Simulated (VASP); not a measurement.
**Al: single point with LDA**

Crystal: Al.

```
Al
1.0
     2.88650    0.00000    0.00000
    -1.44325    2.49978    0.00000
     0.00000    0.00000    4.51050
Al
2
Direct
  0.66667 0.33333 0.75000
  0.33333 0.66667 0.25000
```

This isn't the form of Al at room conditions, which is fcc.

- Program: VASP 6.6.1
- Task: single point
- Functional: LDA
- Potentials or basis: VASP PAW LDA potentials, release 64 (Al)
- Cutoff: 520 eV
- k mesh: 18 × 18 × 10
- Occupations: gaussian, width 0.15 eV
- Spin: no spin polarisation

The pressure is -1.3 GPa and the band gap on the k mesh is zero (bands 3 and 4 overlap by 8.14 eV).

Stress tensor (GPa, compression positive):
```
-2.46  0.00  0.00
 0.00 -2.46  0.00
 0.00  0.00  0.88
```

Levels at points of the mesh, in eV from the Fermi level:
| k point | band 1 | band 2 | band 3 | band 4 | band 5 | band 6 | band 7 | band 8 |
| --- | --- | --- | --- | --- | --- | --- | --- | --- |
| (0.00, 0.00, 0.00) | -11.19 | -4.34 | -3.86 | 9.85 | 9.85 | 10.46 | 10.46 | 12.53 |
| (0.50, 0.00, 0.00) | -5.56 | -5.27 | 0.66 | 1.56 | 1.62 | 2.07 | 5.08 | 6.93 |
| (0.00, 0.00, 0.50) | -9.39 | -9.39 | 4.31 | 4.31 | 11.25 | 11.25 | 11.25 | 11.25 |
| (0.50, 0.00, 0.50) | -4.00 | -4.00 | -3.31 | -3.31 | 6.62 | 6.62 | 7.63 | 7.63 |

Wall time 84 s on 1 thread of AMD EPYC 7R13, on a shared host, peak memory 0.15 GiB.
